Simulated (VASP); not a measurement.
BaZrO3:

```
CELL_PARAMETERS angstrom
4.22692 0.00000 0.00000
0.00000 4.22692 0.00000
0.00000 0.00000 4.22692
ATOMIC_POSITIONS crystal
Ba 0.00000 0.00000 0.00000
Zr 0.50000 0.50000 0.50000
O 0.00000 0.50000 0.50000
O 0.50000 0.00000 0.50000
O 0.50000 0.50000 0.00000
```

Base run:

| Quantity | Value |
| --- | --- |
| Program | VASP 6.6.1 |
| Functional | r2SCAN |
| Potentials or basis | VASP PAW PBE potentials, release 64 (Ba_sv, Zr_sv, O) |
| Cutoff | 520 eV |
| k mesh | 6 × 6 × 6 |
| Occupations | gaussian, width 0.02 eV |
| Spin | no spin polarisation |

Its results: band gap on the k mesh 3.64 eV, indirect (least direct gap 3.91 eV); pressure -1.5 GPa.

Task: The run is repeated on the same cell with these changes: functional from r2SCAN to PBE. What comes out?

Result: Band gap on the k mesh 3.13 eV, indirect (least direct gap 3.38 eV); pressure 1.0 GPa.

r2SCAN gives the wider gap, since meta-GGAs in the generalised Kohn-Sham scheme recover part of the derivative discontinuity.

Caveats: spin-orbit coupling is left out, which moves the levels of the heavy elements; the PAW data sets were made with another functional, which shifts forces and pressure a little (some runs).

A k mesh can miss the band edges.
